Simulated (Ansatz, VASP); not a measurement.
# Two plane-wave programs on SrCl2

```
Sr Cl
1.0
     0.00000    3.49765    3.49765
     3.49765    0.00000    3.49765
     3.49765    3.49765    0.00000
Sr Cl
1 2
Cartesian
  0.0000 0.0000 0.0000
  1.7488 1.7488 1.7488
  5.2465 5.2465 5.2465
```

Alike in both runs: task single point; functional PBEsol; k mesh 4 × 4 × 4; no spin polarisation.

|  | VASP | Ansatz |
| --- | --- | --- |
| version | VASP 6.6.1 | Ansatz 0.2.0 |
| potentials or method | VASP PAW PBE potentials, release 64 (Sr_sv, Cl) | plane waves |
| plane-wave cutoff (eV) | 500 | 420 |
| occupations | gaussian, width 0.01 eV | fixed |
| valence electrons in the cell | 24 | 24 |

```tsv
	VASP	Ansatz	Ansatz less VASP
gap on the k mesh at the Fermi level (eV)	5.10	5.11	+0.010
pressure (GPa)	-1.2	-1.3	-0.10
```

VASP's potentials were made for PBE, not for PBEsol.
